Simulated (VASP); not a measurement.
A run of VASP 6.6.1 is set up as follows.

Contents of INCAR:

```
PREC = Accurate ; ENCUT = 520
EDIFF = 1E-6 ; ISMEAR = -1
SIGMA = 0.01 ; LREAL = Auto
LASPH = True ; NELM = 60
ALGO = Normal ; ISIF = 2
LWAVE = False ; LCHARG = True
GGA = PE ; LELF = True
LVHAR = True ; NBANDS = 90
NELECT = 136.0
```

The input KPOINTS:

```
Automatic mesh
0
Gamma
  1 1 1
  0.25 0.25 0.25
```

Contents of POSCAR:

```
Mg16O16F
1.0
   -4.2543812300      4.2543812300      4.2543812300
    4.2543812300     -4.2543812300      4.2543812300
    4.2543812300      4.2543812300     -4.2543812300
Mg O F
16 16 1
Direct
   -0.0067818323     -0.0066169434      0.0059017983
    0.0025779307      0.2436056959      0.7497188963
   -0.0042754749      0.4973012256      0.4965468269
    0.0104988241      0.7585158277      0.2680045436
    0.2435516339      0.0026249411      0.7497381705
    0.2637664420      0.2639372072      0.4991328668
    0.2400159847      0.4911840023      0.2304745266
    0.2481362019      0.7497037354      0.0014442758
    0.4970642934     -0.0042104830      0.4965948950
    0.4909497732      0.2404141624      0.2305916999
    0.5157945143      0.5159860815      0.0006181863
    0.4833907421      0.7686188245      0.7477902962
    0.7582107304      0.0108740843      0.2681212469
    0.7494202629      0.2481712247      0.0013932696
    0.7688871361      0.4833266905      0.7477815993
    0.7377541716      0.7379276398      0.4928296000
    0.0053949091      0.0054964515      0.5176649390
   -0.0003948870      0.2580295325      0.2526651802
   -0.0018062556      0.4951067820     -0.0006716605
   -0.0085584714      0.7432450994      0.7492288132
    0.2577722683     -0.0001827528      0.2526672956
    0.2380037061      0.2381140629     -0.0172604419
    0.2246408933      0.5004207157      0.7488046622
    0.2443230740      0.7480956285      0.4985214971
    0.4949166250     -0.0015821337     -0.0005718810
    0.5002295011      0.2245077365      0.7488030169
    0.4740604781      0.4744010682      0.4195143556
    0.4958156982      0.7539806206      0.2458303437
    0.7431947983     -0.0084353042      0.7492208215
    0.7479909129      0.2446052537      0.4986345570
    0.7537374595      0.4960438160      0.2458011973
    0.8064036377      0.8067056793      0.0832703937
    0.5520838103      0.5517361687      0.7520071256
```

Potentials or basis: VASP PAW PBE potentials, release 64 (Mg, O, F).

Launch:

```bash
$ cat potpaw_PBE.64/Mg/POTCAR potpaw_PBE.64/O/POTCAR potpaw_PBE.64/F/POTCAR > POTCAR
$ mpirun -np 1 vasp_std > vasp.out
```

Task: Predict the largest force.

Result: 0.932 eV/Å.

Forces on the atoms (eV/Å):
```
Mg   0.027  0.027  0.173
Mg   0.018 -0.021  0.015
Mg   0.014 -0.004  0.013
Mg  -0.012 -0.030  0.041
Mg  -0.022  0.016  0.015
Mg   0.033  0.037  0.026
Mg   0.037  0.037  0.039
Mg   0.005 -0.012  0.010
Mg  -0.002  0.012  0.009
Mg   0.023  0.037  0.037
Mg  -0.022 -0.016 -0.008
Mg  -0.063  0.098  0.052
Mg  -0.053 -0.009  0.042
Mg  -0.010  0.004  0.009
Mg   0.109 -0.070  0.051
Mg  -0.016 -0.015  0.139
O   -0.029 -0.036 -0.016
O    0.012  0.024  0.050
O    0.021  0.003 -0.008
O    0.055 -0.051 -0.012
O    0.023  0.014  0.053
O    0.020  0.013 -0.015
O    0.116 -0.112 -0.146
O   -0.032  0.015 -0.008
O   -0.011  0.025 -0.008
O   -0.114  0.116 -0.150
O    0.100  0.091  0.215
O   -0.027 -0.012  0.060
O   -0.050  0.056 -0.017
O   -0.001 -0.032 -0.007
O   -0.012 -0.025  0.059
O   -0.119 -0.139  0.216
F   -0.022 -0.042 -0.931
```

Caveat: the k points lie up to 1.04 Å⁻¹ apart; the cell carries a net charge on a neutralising background, which shifts energy and pressure.
